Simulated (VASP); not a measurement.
# Ge (Pm-3m) in VASP: further runs

The runs below take Ge through single point, relaxation of cell and atoms, with PBE0, PBEsol-based global hybrid with 25 % exact exchange, B3LYP.

Program: VASP 6.6.1. These are calculated values, not measurements. Logs are shortened: lines on timing, memory, paths and dates and some standing lists are left out, and cuts for length are marked.

### 1 The cell of the first run

Symmetry: Pm-3m, No. 221, cubic system. The conventional cell has a = 2.694 Å, b = 2.694 Å, c = 2.694 Å, α = 90.00°, β = 90.00°, γ = 90.00°. Within 3.6 Å of Ge (site symmetry m-3m) lie 6 Ge at 2.69 Å.

This isn't the form of Ge at room conditions, which is diamond.

### 2 Single point, PBE0

File POSCAR:

```
Ge
1.0
    2.6943602240      0.0000000000      0.0000000000
    0.0000000000      2.6943602240      0.0000000000
    0.0000000000      0.0000000000      2.6943602240
Ge
1
Direct
    0.0000000000      0.0000000000      0.0000000000
```

File INCAR.step1:

```
PREC = Accurate
ENCUT = 520
EDIFF = 1E-5
ISMEAR = -1
SIGMA = 0.05
LREAL = False
LASPH = True
NELM = 100
ALGO = Normal
ISIF = 2
LWAVE = True
LCHARG = False
NBANDS = 13
GGA = PE
```

File INCAR.step2:

```
PREC = Accurate
ENCUT = 520
EDIFF = 1E-6
ISMEAR = -1
SIGMA = 0.05
LREAL = False
LASPH = True
NELM = 100
ALGO = Normal
ISIF = 2
LWAVE = False
LCHARG = False
GGA = PE
LHFCALC = True
AEXX = 0.25
PRECFOCK = Normal
NBANDS = 13
ISTART = 1
```

File KPOINTS:

```
regular mesh
0
Gamma
  5 5 5
```

Potentials or basis: VASP PAW PBE potentials, release 64 (Ge_d).

The run is started by

```console
cat potpaw_PBE.64/Ge_d/POTCAR > POTCAR
cp INCAR.step1 INCAR
mpirun -np 1 vasp_std > vasp.out
cp INCAR.step2 INCAR
mpirun -np 1 vasp_std > vasp.out
```

OUTCAR:

```text
PREC = Accurate
   ENCUT = 520
   EDIFF = 1E-6
   ISMEAR = -1
   LREAL = False
   LASPH = True
   NELM = 100
   ISIF = 2
   GGA = PE
   LHFCALC = True
   AEXX = 0.25
   PRECFOCK = Normal
   ISTART = 1

 ion  position               nearest neighbor table
   1  0.000  0.000  0.000-

  LATTYP: Found a simple cubic cell.
 ALAT       =     2.6943602240

  Lattice vectors:

 A1 = (   2.6943602240,   0.0000000000,   0.0000000000)
 A2 = (   0.0000000000,   2.6943602240,   0.0000000000)
 A3 = (   0.0000000000,   0.0000000000,   2.6943602240)

Analysis of symmetry for initial positions (statically):
=====================================================================
 Subroutine PRICEL returns:
 Original cell was already a primitive cell.

 Routine SETGRP: Setting up the symmetry group for a
 simple cubic supercell.

 Subroutine GETGRP returns: Found 48 space group operations
 (whereof 48 operations were pure point group operations)
 out of a pool of 48 trial point group operations.

The static configuration has the point symmetry O_h .

Analysis of symmetry for dynamics (positions and initial velocities):
=====================================================================
 Subroutine PRICEL returns:
 Original cell was already a primitive cell.

 Routine SETGRP: Setting up the symmetry group for a
 simple cubic supercell.

 Subroutine GETGRP returns: Found 48 space group operations
 (whereof 48 operations were pure point group operations)
 out of a pool of 48 trial point group operations.

The dynamic configuration has the point symmetry O_h .

 Subroutine INISYM returns: Found 48 space group operations
 (whereof 48 operations are pure point group operations),
 and found     1 'primitive' translations

----------------------------------------------------------------------------------------

                                     Primitive cell

  volume of cell :      19.5599

  direct lattice vectors                    reciprocal lattice vectors
     2.694360224  0.000000000  0.000000000     0.371145622  0.000000000  0.000000000
     0.000000000  2.694360224  0.000000000     0.000000000  0.371145622  0.000000000
     0.000000000  0.000000000  2.694360224     0.000000000  0.000000000  0.371145622

  length of vectors
     2.694360224  2.694360224  2.694360224     0.371145622  0.371145622  0.371145622

  position of ions in fractional coordinates (direct lattice)
     0.000000000  0.000000000  0.000000000

  ion indices of the primitive-cell ions
   primitive index   ion index
                 1           1

----------------------------------------------------------------------------------------

 KPOINTS: regular mesh

Automatic generation of k-mesh.
 Grid dimensions read from file:
 generate k-points for:    5    5    5

 Generating k-lattice:

  Cartesian coordinates                     Fractional coordinates (reciprocal lattice)
     0.074229124  0.000000000  0.000000000     0.200000000  0.000000000  0.000000000
     0.000000000  0.074229124  0.000000000     0.000000000  0.200000000  0.000000000
     0.000000000  0.000000000  0.074229124     0.000000000  0.000000000  0.200000000

  Length of vectors
     0.074229124  0.074229124  0.074229124

  Shift w.r.t. Gamma in fractional coordinates (k-lattice)
     0.000000000  0.000000000  0.000000000

 Subroutine IBZKPT returns following result:
 ===========================================

 Found     10 irreducible k-points:

 Following reciprocal coordinates:
            Coordinates               Weight
  0.000000  0.000000  0.000000      1.000000
  0.200000  0.000000  0.000000      6.000000
  0.400000  0.000000  0.000000      6.000000
  0.200000  0.200000  0.000000     12.000000
  0.400000  0.200000  0.000000     24.000000
  0.400000  0.400000  0.000000     12.000000
  0.200000  0.200000  0.200000      8.000000
  0.400000  0.200000  0.200000     24.000000
  0.400000  0.400000  0.200000     24.000000
  0.400000  0.400000  0.400000      8.000000
   k-points           NKPTS =     10   k-points in BZ     NKDIM =    125   number of bands    NBANDS=     13
   number of dos      NEDOS =    301   number of ions     NIONS =      1
   total plane-waves  NPLWV =   8000
   dimension x,y,z NGX =    20 NGY =   20 NGZ =   20
   dimension x,y,z NGXF=    40 NGYF=   40 NGZF=   40
   ions per type =               1
   NGX,Y,Z   is equivalent  to a cutoff of  12.34, 12.34, 12.34 a.u.
   NGXF,Y,Z  is equivalent  to a cutoff of  24.68, 24.68, 24.68 a.u.
 SYSTEM =  unknown system
   PREC   = accura    normal or accurate (medium, high low for compatibility)
   ISTART =      1    job   : 0-new  1-cont  2-samecut
   ICHARG =      0    charge: 1-file 2-atom 10-const
   ISPIN  =      1    spin polarized calculation?
   LNONCOLLINEAR =      F non collinear calculations
   LSORBIT =      F    spin-orbit coupling
   LASPH  =      T    aspherical Exc in radial PAW
   ENCUT  =  520.0 eV  38.22 Ry    6.18 a.u.   5.01  5.01  5.01*2*pi/ulx,y,z
   NELM   =    100;   NELMIN=  2; NELMDL=  0     # of ELM steps
   EDIFF  = 0.1E-05   stopping-criterion for ELM
   LREAL  =      F    real-space projection
   EDIFFG = 0.1E-04   stopping-criterion for IOM
   NSW    =      0    number of steps for IOM
   IBRION =     -1    ionic relax: 0-MD 1-quasi-New 2-CG
   NFREE  =      0    steps in history (QN), initial steepest desc. (CG)
   ISIF   =      2    stress and relaxation
   ISYM   =      3    0-nonsym 1-usesym 2-fastsym
   POTIM  = 0.5000    time-step for ionic-motion
   TEBEG  =    0.0;   TEEND  =   0.0 temperature during run
   PSTRESS=    0.0 pullay stress
   NELECT =      14.0000    total number of electrons
   NUPDOWN=      -1.0000    fix difference up-down
   EMIN   =  10.00;   EMAX   =-10.00  energy-range for DOS
   EFERMI =   0.00;   METHOD = LEGACY
   ISMEAR =    -1;   SIGMA  =   0.05  broadening in eV -4-tet -1-fermi 0-gaus
   EFERMI_NEDOS =   21; number of points for ismear=-14 and -15
   IALGO  =     38    algorithm
   IMIX   =      1    mixing-type and parameters
     AMIX     =   0.40;   BMIX     =  1.00
     AMIX_MAG =   1.60;   BMIX_MAG =  1.00
  volume/ion in A,a.u.               =      19.56       132.00
  Fermi-wavevector in a.u.,A,eV,Ry     =   1.464407  2.767328 29.177536  2.144488
  Thomas-Fermi vector in A             =   2.580387
   LORBIT       =      0    0 simple, 1 ext, 2 COOP (PROOUT), +10 PAW based schemes
   GGA     = PE    functional components
   LHFCALC =     T    Hartree Fock is set to
   PRECFOCK=normal    Normal, Fast or Accurate (Low or Medium for compatibility)
   ENCUT4O =  -1.0   cutoff for four orbital integrals eV
   NKREDX  =     1    reduce k-point grid by
   NKREDY  =     1    reduce k-point grid by
   NKREDZ  =     1    reduce k-point grid by
   AEXX    =    0.2500 exact exchange contribution
   HFSCREEN=    0.0000 screening length (either q_TF or 0.3 A-1)
   HFSCREENC=   0.0000 screening length for correlation (either q_TF or 0.3 A-1)
   ENCUTFOCK=  -1.0 apply spherical cutoff to Coloumb kernel
   IVDW    =     0    specifies the selected vdW correction
   LEPSILON=     F    determine dielectric tensor
   LRPA    =     F    only Hartree local field effects (RPA)
 non-spin polarized calculation
  energy-cutoff  :      520.00
  volume of cell :       19.56
 maximum number of plane-waves:       540
  NGX = 16; NGY = 16; NGZ = 16

 number of electron      13.9999962 magnetization

 Free energy of the ion-electron system (eV)
  ---------------------------------------------------
  ext. energy  EPLUGINS =         0.00000000
  ---------------------------------------------------
  free energy    TOTEN  =        -5.64567613 eV

  energy without entropy =       -5.64235059  energy(sigma->0) =       -5.64401336

 E-fermi :   5.1183     XC(G=0):  -8.6781

 val. band max:        4.9615719694   @ k =   0.4000   0.4000   0.2000
 cond. band min:       6.7595861958   @ k =   0.4000   0.4000   0.4000
 fundamental gap:      1.7980142264
 Fermi energy:         5.1183466813

 k-point     1 :       0.0000    0.0000    0.0000
  band No.  band energies     occupation
      1     -22.4476      2.00000
      2     -22.4476      2.00000
      3     -22.1896      2.00000
      4     -22.1896      2.00000
      5     -22.1896      2.00000
      6      -8.8728      2.00000
      7      13.9760      0.00000
      8      13.9760      0.00000
      9      13.9760      0.00000
     10      17.2372      0.00000
     11      17.2372      0.00000
     12      19.8778      0.00000
     13      36.5543      0.00000

 k-point     2 :       0.2000    0.0000    0.0000
  band No.  band energies     occupation
      1     -22.4428      2.00000
      2     -22.3791      2.00000
      3     -22.2129      2.00000
      4     -22.2129      2.00000
      5     -22.1877      2.00000
      6      -7.9944      2.00000
      7       7.6468      0.00000
      8      14.7625      0.00000
      9      14.7625      0.00000
     10      17.9707      0.00000
     11      19.6734      0.00000
     12      25.4306      0.00000
     13      29.7562      0.00000

 k-point     3 :       0.4000    0.0000    0.0000
  band No.  band energies     occupation
      1     -22.4348      2.00000
      2     -22.2683      2.00000
      3     -22.2506      2.00000
      4     -22.2506      2.00000
      5     -22.1845      2.00000
      6      -5.5200      2.00000
      7       0.6036      2.00000
      8      16.6239      0.00000
      9      16.6239      0.00000
     10      19.9655      0.00000
     11      21.7676      0.00000
     12      24.6939      0.00000
     13      24.6939      0.00000
[... 81 lines left out ...]
 k-point     9 :       0.4000    0.4000    0.2000
  band No.  band energies     occupation
      1     -22.3307      2.00000
      2     -22.2752      2.00000
      3     -22.2736      2.00000
      4     -22.2698      2.00000
      5     -22.1482      2.00000
      6      -1.2506      2.00000
      7       4.0509      2.00000
      8       4.9616      1.91667
      9      12.4764      0.00000
     10      13.9944      0.00000
     11      20.0847      0.00000
     12      20.2926      0.00000
     13      25.7357      0.00000

 k-point    10 :       0.4000    0.4000    0.4000
  band No.  band energies     occupation
      1     -22.3245      2.00000
      2     -22.3225      2.00000
      3     -22.3225      2.00000
      4     -22.1447      2.00000
      5     -22.1447      2.00000
      6       1.3732      2.00000
      7       6.7596      0.00000
      8       6.7596      0.00000
      9       8.9442      0.00000
     10      14.3759      0.00000
     11      15.1249      0.00000
     12      15.1249      0.00000
     13      20.3176      0.00000

------------------------ aborting loop because EDIFF is reached ----------------------------------------

  FORCE on cell =-STRESS in cart. coord.  units (eV):
  Direction    XX          YY          ZZ          XY          YZ          ZX
  --------------------------------------------------------------------------------------
  -------------------------------------------------------------------------------------
  Total       -0.0005953     -0.0005953     -0.0005953     -0.0000000      0.0000000     -0.0000000
  in kB       -0.0487588     -0.0487588     -0.0487588     -0.0000000      0.0000000     -0.0000000
  external PRESSURE =      -0.0487588 kB  Pullay stress =       0.0000000 kB

 VOLUME and BASIS-vectors are now :
 -----------------------------------------------------------------------------
  energy-cutoff  :      520.00
  volume of cell :       19.56
      direct lattice vectors                 reciprocal lattice vectors
     2.694360224  0.000000000  0.000000000     0.371145622  0.000000000  0.000000000
     0.000000000  2.694360224  0.000000000     0.000000000  0.371145622  0.000000000
     0.000000000  0.000000000  2.694360224     0.000000000  0.000000000  0.371145622

 POSITION                                       TOTAL-FORCE (eV/Angst)
 -----------------------------------------------------------------------------------
      0.00000      0.00000      0.00000         0.000000      0.000000      0.000000
 -----------------------------------------------------------------------------------
    total drift:                                0.000000      0.000000     -0.000000

  FREE ENERGIE OF THE ION-ELECTRON SYSTEM (eV)
  ---------------------------------------------------
  free  energy   TOTEN  =        -5.6456761302 eV

  energy  without entropy=       -5.6423505899  energy(sigma->0) =       -5.64401336
```

Wall time 3 min (1 thread of Intel Xeon Platinum 8259CL at 2.50GHz (Skylake/Cascade Lake), shared host); peak memory 0.13 GiB.

Results:

- Free energy: -5.6457 eV
- Pressure: 0.0 GPa
- Band gap on the k mesh: zero (bands 7 and 8 overlap by 9.90 eV)

Caveat: the k points lie up to 0.47 Å⁻¹ apart, too coarse for converged energies and pressures of a metal; the PAW data sets were made with another functional, which shifts forces and pressure a little.

(Continued in part 2 of 2.)
